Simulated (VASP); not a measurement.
# Ta (P6_3/mmc) in VASP: settings compared, part 2 of 2

VASP 6.6.1. The steps go on from the part before.

## Step 3: Single point, PBE

This run uses another cell than the first one, of 18.73 Å³/atom, 1.020 times its volume.

The input, INCAR:

```
SYSTEM = Ta
  PREC = Accurate
  ENCUT = 520
  EDIFF = 1E-7
  ISMEAR = 0
  SIGMA = 0.05
  LREAL = .False.
  LASPH = .True.
  NELM = 100
  ALGO = Normal
  ISIF = 2
  LWAVE = .False.
  LCHARG = .True.
  GGA = PE
  LELF = .True.
  LVHAR = .True.
  NBANDS = 18
```

The input, KPOINTS:

```
regular mesh
0
Gamma
  8 8 4
  0 0 0
```

The input, POSCAR:

```
Ta
1.0
    2.9008443048      0.0000000000      0.0000000000
   -1.4504221524      2.5122048604      0.0000000000
    0.0000000000      0.0000000000      5.1396264827
Ta
2
Direct
    0.3333333333      0.6666666667      0.7500000000
    0.6666666667      0.3333333333      0.2500000000
```

Potentials or basis: VASP PAW PBE potentials, release 64 (Ta_pv).

Launch:

```sh
$ cat potpaw_PBE.64/Ta_pv/POTCAR > POTCAR
$ mpirun -np 1 vasp_std > vasp.out
```

OUTCAR:

```text
SYSTEM = Ta
   PREC = Accurate
   ENCUT = 520
   EDIFF = 1E-7
   ISMEAR = 0
   LREAL = .False.
   LASPH = .True.
   NELM = 100
   ISIF = 2
   GGA = PE

 ion  position               nearest neighbor table
   1  0.333  0.667  0.750-   2 3.07   2 3.07   2 3.07   2 3.07   2 3.07   2 3.07
   2  0.667  0.333  0.250-   1 3.07   1 3.07   1 3.07   1 3.07   1 3.07   1 3.07

  LATTYP: Found a hexagonal cell.
 ALAT       =     2.9008443048
 C/A-ratio  =     1.7717691619

  Lattice vectors:

 A1 = (   2.9008443048,   0.0000000000,   0.0000000000)
 A2 = (  -1.4504221524,   2.5122048604,   0.0000000000)
 A3 = (   0.0000000000,   0.0000000000,   5.1396264827)

Analysis of symmetry for initial positions (statically):
=====================================================================
 Subroutine PRICEL returns:
 Original cell was already a primitive cell.

 Routine SETGRP: Setting up the symmetry group for a
 hexagonal supercell.

 Subroutine GETGRP returns: Found 24 space group operations
 (whereof 12 operations were pure point group operations)
 out of a pool of 24 trial point group operations.

The static configuration has the point symmetry D_3d.
 The point group associated with its full space group is D_6h.

Analysis of symmetry for dynamics (positions and initial velocities):
=====================================================================
 Subroutine PRICEL returns:
 Original cell was already a primitive cell.

 Routine SETGRP: Setting up the symmetry group for a
 hexagonal supercell.

 Subroutine GETGRP returns: Found 24 space group operations
 (whereof 12 operations were pure point group operations)
 out of a pool of 24 trial point group operations.

The dynamic configuration has the point symmetry D_3d.
 The point group associated with its full space group is D_6h.

 Subroutine INISYM returns: Found 24 space group operations
 (whereof 12 operations are pure point group operations),
 and found     1 'primitive' translations

----------------------------------------------------------------------------------------
[... 113 lines left out ...]
     AMIX_MAG =   1.60;   BMIX_MAG =  1.00
  volume/ion in A,a.u.               =      18.73       126.38
  Fermi-wavevector in a.u.,A,eV,Ry     =   1.371025  2.590862 25.575002  1.879710
  Thomas-Fermi vector in A             =   2.496759
   LORBIT       =      0    0 simple, 1 ext, 2 COOP (PROOUT), +10 PAW based schemes
   GGA     = PE    functional components
   LHFCALC =     F    Hartree Fock is set to
   AEXX    =    0.0000 exact exchange contribution
   IVDW    =     0    specifies the selected vdW correction
   LEPSILON=     F    determine dielectric tensor
   LRPA    =     F    only Hartree local field effects (RPA)
 non-spin polarized calculation
 Gauss-broadening in eV      SIGMA  =   0.05
  energy-cutoff  :      520.00
  volume of cell :       37.46
 maximum number of plane-waves:      1039
 NGX is ok and might be reduce to    24
   NGX = 11   NGY = 11   NGZ = 19

 number of electron      22.0000003 magnetization

 Free energy of the ion-electron system (eV)
  ---------------------------------------------------
  ext. energy  EPLUGINS =         0.00000000
  ---------------------------------------------------
  free energy    TOTEN  =       -23.09466403 eV

  energy without entropy =      -23.09217940  energy(sigma->0) =      -23.09342171

 E-fermi :   5.5677     XC(G=0): -12.4080

 val. band max:        5.5622220686   @ k =   0.1250   0.0000   0.2500
 cond. band min:       5.5886071640   @ k =   0.3750  -0.0000   0.0000
 fundamental gap:      0.0263850953
 Fermi energy:         5.5677084791

 k-point     1 :       0.0000    0.0000    0.0000
  band No.  band energies     occupation
      1     -28.9526      2.00000
      2     -28.1179      2.00000
      3     -28.0325      2.00000
      4     -28.0325      2.00000
      5     -27.9470      2.00000
      6     -27.9470      2.00000
[... 481 lines left out ...]
      5     -28.1928      2.00000
      6     -28.1928      2.00000
[... 10 lines left out ...]
     17      11.0643      0.00000
     18      11.0643      0.00000

 [... further k-points ...]

------------------------ aborting loop because EDIFF is reached ----------------------------------------

  FORCE on cell =-STRESS in cart. coord.  units (eV):
  Direction    XX          YY          ZZ          XY          YZ          ZX
  --------------------------------------------------------------------------------------
  -------------------------------------------------------------------------------------
  Total        0.0194007      0.0194007      0.0054558     -0.0000000     -0.0000000      0.0000000
  in kB        0.8298829      0.8298829      0.2333768     -0.0000000     -0.0000000      0.0000000
  external PRESSURE =       0.6310475 kB  Pullay stress =       0.0000000 kB

 VOLUME and BASIS-vectors are now :
 -----------------------------------------------------------------------------
  energy-cutoff  :      520.00
  volume of cell :       37.46
      direct lattice vectors                 reciprocal lattice vectors
     2.900844305  0.000000000  0.000000000     0.344727222  0.199028355  0.000000000
    -1.450422152  2.512204860  0.000000000     0.000000000  0.398056709  0.000000000
     0.000000000  0.000000000  5.139626483     0.000000000  0.000000000  0.194566668

 POSITION                                       TOTAL-FORCE (eV/Angst)
 -----------------------------------------------------------------------------------
     -0.00000      1.67480      3.85472         0.000000      0.000000      0.000000
      1.45042      0.83740      1.28491         0.000000     -0.000000      0.000000
 -----------------------------------------------------------------------------------
    total drift:                               -0.000000      0.000000     -0.000000

  FREE ENERGIE OF THE ION-ELECTRON SYSTEM (eV)
  ---------------------------------------------------
  free  energy   TOTEN  =       -23.0946640298 eV

  energy  without entropy=      -23.0921793978  energy(sigma->0) =      -23.09342171
```

OSZICAR:

```text
N       E                     dE             d eps       ncg     rms          rms(c)
DAV:   1     0.170123086094E+03    0.17012E+03   -0.12838E+04  1080   0.126E+03
DAV:   2    -0.199046390002E+02   -0.19003E+03   -0.18725E+03  1376   0.354E+02
DAV:   3    -0.239851204828E+02   -0.40805E+01   -0.40387E+01  1244   0.487E+01
DAV:   4    -0.240143278845E+02   -0.29207E-01   -0.29187E-01  1252   0.444E+00
DAV:   5    -0.240145724740E+02   -0.24459E-03   -0.24458E-03  1218   0.362E-01    0.177E+01
DAV:   6    -0.233190188636E+02    0.69555E+00   -0.75126E-01  1198   0.761E+00    0.859E+00
DAV:   7    -0.230975092716E+02    0.22151E+00   -0.66315E-01  1240   0.678E+00    0.518E-01
DAV:   8    -0.230947102444E+02    0.27990E-02   -0.99439E-03  1212   0.851E-01    0.136E-01
DAV:   9    -0.230946745030E+02    0.35741E-04   -0.31481E-04  1220   0.147E-01    0.560E-02
DAV:  10    -0.230946677246E+02    0.67784E-05   -0.33843E-05  1322   0.428E-02    0.992E-03
DAV:  11    -0.230946648496E+02    0.28750E-05   -0.21079E-06  1186   0.102E-02    0.423E-03
DAV:  12    -0.230946639632E+02    0.88641E-06   -0.22363E-07   894   0.469E-03    0.611E-04
DAV:  13    -0.230946640298E+02   -0.66576E-07   -0.10128E-08   568   0.877E-04
   1 F= -.23094664E+02 E0= -.23093422E+02  d E =-.248463E-02
```

It took 7.2 s on 1 thread of Intel Xeon 6975P-C (Granite Rapids), shared host; peak memory 0.16 GiB.

Results:

- Free energy: -23.0947 eV
- Pressure: 0.1 GPa
- Band gap on the k mesh: zero (band 11 reaches 7.08 eV, above the bottom of band 12 at 4.92 eV)

Caveat: spin-orbit coupling is left out, which moves the levels of the heavy elements.

## Step 4: Relaxation of cell and atoms, PBE

This run uses another cell than the first one, of 18.13 Å³/atom, 0.987 times its volume.

The input, INCAR:

```
SYSTEM = Ta
PREC     = Accurate       ! precision mode
ENCUT    = 600            ! plane-wave cutoff, eV
EDIFF    = 1E-6           ! SCF threshold, eV
ISMEAR   = 0              ! smearing method
SIGMA    = 0.05           ! smearing width, eV
LREAL    = .FALSE.        ! projectors in reciprocal space
LASPH    = .TRUE.         ! aspherical terms in the spheres
NELM     = 100            ! most SCF steps
ALGO     = Normal         ! electronic algorithm
ISIF     = 3              ! what is computed and relaxed
LWAVE    = .FALSE.        ! write WAVECAR
LCHARG   = .FALSE.        ! write CHGCAR
GGA      = PE             ! functional
IBRION   = 2              ! ionic algorithm
NSW      = 80             ! ionic steps
EDIFFG   = -0.03          ! ionic threshold
```

The input, KPOINTS:

```
regular mesh
0
G
  8 8 4
  0 0 0
```

The input, POSCAR:

```
Ta
1.0
    2.9486675574      0.0000000000      0.0000000000
   -1.4743337787      2.5536210121      0.0000000000
    0.0000000000      0.0000000000      4.8161570105
Ta
2
Direct
    0.3333333333      0.6666666667      0.7500000000
    0.6666666667      0.3333333333      0.2500000000
```

Potentials or basis: VASP PAW PBE potentials, release 64 (Ta_pv).

Launch:

```sh
$ cat potpaw_PBE.64/Ta_pv/POTCAR > POTCAR
$ mpirun -np 1 vasp_std > vasp.out
```

OUTCAR:

```text
SYSTEM = Ta
   PREC = Accurate
   ENCUT = 600
   EDIFF = 1E-6
   ISMEAR = 0
   LREAL = .FALSE.
   LASPH = .TRUE.
   NELM = 100
   ISIF = 3
   GGA = PE
   IBRION = 2
   NSW = 80
   EDIFFG = -0.03

 ion  position               nearest neighbor table
   1  0.333  0.667  0.750-   2 2.95   2 2.95   2 2.95   2 2.95   2 2.95   2 2.95
   2  0.667  0.333  0.250-   1 2.95   1 2.95   1 2.95   1 2.95   1 2.95   1 2.95

  LATTYP: Found a hexagonal cell.
 ALAT       =     2.9486675574
 C/A-ratio  =     1.6333333334

  Lattice vectors:

 A1 = (   2.9486675574,   0.0000000000,   0.0000000000)
 A2 = (  -1.4743337787,   2.5536210121,   0.0000000000)
 A3 = (   0.0000000000,   0.0000000000,   4.8161570105)

Analysis of symmetry for initial positions (statically):
=====================================================================
 Subroutine PRICEL returns:
 Original cell was already a primitive cell.

 Routine SETGRP: Setting up the symmetry group for a
 hexagonal supercell.

 Subroutine GETGRP returns: Found 24 space group operations
 (whereof 12 operations were pure point group operations)
 out of a pool of 24 trial point group operations.

The static configuration has the point symmetry D_3d.
 The point group associated with its full space group is D_6h.

Analysis of symmetry for dynamics (positions and initial velocities):
=====================================================================
 Subroutine PRICEL returns:
 Original cell was already a primitive cell.

 Routine SETGRP: Setting up the symmetry group for a
 hexagonal supercell.

 Subroutine GETGRP returns: Found 24 space group operations
 (whereof 12 operations were pure point group operations)
 out of a pool of 24 trial point group operations.

The dynamic configuration has the point symmetry D_3d.
 The point group associated with its full space group is D_6h.

 Subroutine INISYM returns: Found 24 space group operations
 (whereof 12 operations are pure point group operations),
 and found     1 'primitive' translations

[... 139 lines left out ...]
  ---------------------------------------------------
  ext. energy  EPLUGINS =         0.00000000
  ---------------------------------------------------
  free energy    TOTEN  =       -22.97522515 eV

  energy without entropy =      -22.97297004  energy(sigma->0) =      -22.97409760

------------------------ aborting loop because EDIFF is reached ----------------------------------------

  FORCE on cell =-STRESS in cart. coord.  units (eV):
  Direction    XX          YY          ZZ          XY          YZ          ZX
  --------------------------------------------------------------------------------------
  -------------------------------------------------------------------------------------
  Total        0.2243412      0.2243412      3.5165202      0.0000000      0.0000000     -0.0000000
  in kB        9.9114405      9.9114405    155.3605725      0.0000000      0.0000000     -0.0000000
  external PRESSURE =      58.3944845 kB  Pullay stress =       0.0000000 kB
[... 239 lines left out ...]
--------------------------------------- Ionic step        8  -------------------------------------------

 number of electron      22.0000003 magnetization

 Free energy of the ion-electron system (eV)
  ---------------------------------------------------
  ext. energy  EPLUGINS =         0.00000000
  ---------------------------------------------------
  free energy    TOTEN  =       -23.09482465 eV

  energy without entropy =      -23.09232880  energy(sigma->0) =      -23.09357672

 E-fermi :   5.5664     XC(G=0): -12.4076

 val. band max:        5.5625633917   @ k =   0.1250   0.0000   0.2500
 cond. band min:       5.5849953566   @ k =   0.3750   0.0000   0.0000
 fundamental gap:      0.0224319649
 Fermi energy:         5.5664255167

 k-point     1 :       0.0000    0.0000    0.0000
  band No.  band energies     occupation
      1     -28.9520      2.00000
      2     -28.1190      2.00000
      3     -28.0317      2.00000
      4     -28.0317      2.00000
      5     -27.9466      2.00000
      6     -27.9466      2.00000
      7      -2.5865      2.00000
      8       0.6989      2.00000
      9       5.0882      2.00000
     10       5.5275      1.72886
     11       6.1914      0.00000
     12       6.1914      0.00000
     13       6.7665      0.00000
     14       6.7665      0.00000
[... 401 lines left out ...]
      2     -28.9252      2.00000
      3     -28.3387      2.00000
      4     -28.3387      2.00000
      5     -28.1926      2.00000
      6     -28.1926      2.00000
      7       1.3122      2.00000
      8       1.3122      2.00000
      9       3.5031      2.00000
     10       3.5031      2.00000
     11       6.3558      0.00000
     12       6.3558      0.00000
     13       8.2486      0.00000
     14       8.2486      0.00000
     15      10.3308      0.00000

 [... further k-points ...]

------------------------ aborting loop because EDIFF is reached ----------------------------------------

  FORCE on cell =-STRESS in cart. coord.  units (eV):
  Direction    XX          YY          ZZ          XY          YZ          ZX
  --------------------------------------------------------------------------------------
  -------------------------------------------------------------------------------------
  Total        0.0346413      0.0346413     -0.0146028      0.0000000      0.0000000     -0.0000000
  in kB        1.4817455      1.4817455     -0.6246177      0.0000000      0.0000000     -0.0000000
  external PRESSURE =       0.7796245 kB  Pullay stress =       0.0000000 kB
[... 17 lines left out ...]
  FREE ENERGIE OF THE ION-ELECTRON SYSTEM (eV)
  ---------------------------------------------------
  free  energy   TOTEN  =       -23.0948246451 eV

  energy  without entropy=      -23.0923287980  energy(sigma->0) =      -23.09357672

 reached required accuracy - stopping structural energy minimisation
```

OSZICAR:

```text
N       E                     dE             d eps       ncg     rms          rms(c)
DAV:   1     0.170755402328E+03    0.17076E+03   -0.14299E+04   908   0.169E+03
DAV:   2    -0.202570394949E+02   -0.19101E+03   -0.18943E+03  1124   0.420E+02
DAV:   3    -0.238446872619E+02   -0.35876E+01   -0.34148E+01  1180   0.529E+01
[... 67 lines left out ...]
DAV:   2    -0.230957507961E+02    0.43443E-02   -0.76188E-03   935   0.865E-01    0.205E-01
DAV:   3    -0.230948130497E+02    0.93775E-03   -0.36131E-03  1069   0.552E-01    0.782E-02
DAV:   4    -0.230948249669E+02   -0.11917E-04   -0.81721E-05  1040   0.796E-02    0.399E-02
DAV:   5    -0.230948256058E+02   -0.63895E-06   -0.31127E-05  1047   0.536E-02    0.156E-02
DAV:   6    -0.230948246451E+02    0.96074E-06   -0.21686E-06   765   0.143E-02
   8 F= -.23094825E+02 E0= -.23093577E+02  d E =-.701574E-03
```

Wall time 32 s (1 thread of Intel Xeon 6975P-C (Granite Rapids), shared host); peak memory 0.17 GiB.

Results:

```yaml
Free_energy: -23.0948 eV
Relaxed_volume: 18.73 Å³/atom
Relaxed_cell: a = 2.900 Å, b = 2.900 Å, c = 5.142 Å, α = 90.00°, β = 90.00°, γ = 120.00°
Space_group_after_relaxing_to_0.05_Å: P6_3/mmc (No. 194)
Energy_gained_by_relaxing: 59.8 meV/atom
Ionic_steps: 8
Pressure_after_relaxing: 0.1 GPa
Band_gap_on_the_k_mesh: zero (band 11 reaches 7.08 eV, above the bottom of band 12 at 4.92 eV)
```

Stress tensor (GPa, compression positive):
```
 0.15  0.00  0.00
 0.00  0.15  0.00
 0.00  0.00 -0.06
```

Step by step:
| step | energy change (eV) | largest force (eV/Å) | pressure (GPa) | volume (Å³) |
| --- | --- | --- | --- | --- |
| 1 | 0.0000 | 0.0000 | 5.84 | 36.26 |
| 2 | -0.0396 | 0.0000 | -10.43 | 39.77 |
| 3 | -0.0847 | 0.0000 | -4.53 | 38.26 |
| 4 | -0.0883 | 0.0000 | 3.23 | 37.08 |
| 5 | -0.1189 | 0.0000 | -0.93 | 37.67 |
| 6 | -0.1189 | 0.0000 | -0.87 | 37.66 |
| 7 | -0.1189 | 0.0000 | 1.07 | 37.25 |
| 8 | -0.1196 | 0.0000 | 0.08 | 37.46 |

Final structure:
```
Ta
1.0
     2.90022    0.00000    0.00000
    -1.45011    2.51166    0.00000
     0.00000    0.00000    5.14208
Ta
2
Direct
  0.33333 0.66667 0.75000
  0.66667 0.33333 0.25000
```

Caveat: spin-orbit coupling is left out, which moves the levels of the heavy elements.

## Step 5: Overview

```csv
task,level,cell,cutoff (eV),grid for exact exchange (PRECFOCK),screening parameter,gap on the mesh (eV),pressure (GPa)
single point,HSE06,"a = 2.874, b = 2.874, c = 5.136 Å, angles 90.0, 90.0, 120.0°, 2 atoms",520,Normal,0.2079 1/Å,none,0.1
single point,PBE,"a = 2.901, b = 2.901, c = 5.140 Å, angles 90.0, 90.0, 120.0°, 2 atoms",520,-,-,none,0.1
relaxation of cell and atoms,PBE,"relaxed from a = 2.949, b = 2.949, c = 4.816 Å, angles 90.0, 90.0, 120.0°, 2 atoms",600,-,-,none,0.1
```

Alike in all rows: potentials or basis VASP PAW PBE potentials, release 64 (Ta_pv); no spin polarisation; k mesh 8 × 8 × 4; smearing gaussian 0.05 eV.

Caveats: spin-orbit coupling is left out, which moves the levels of the heavy elements; the PAW data sets were made with another functional, which shifts forces and pressure a little (some runs).

Total energies depend on the potentials used, so only differences within one code and one set of settings carry meaning.
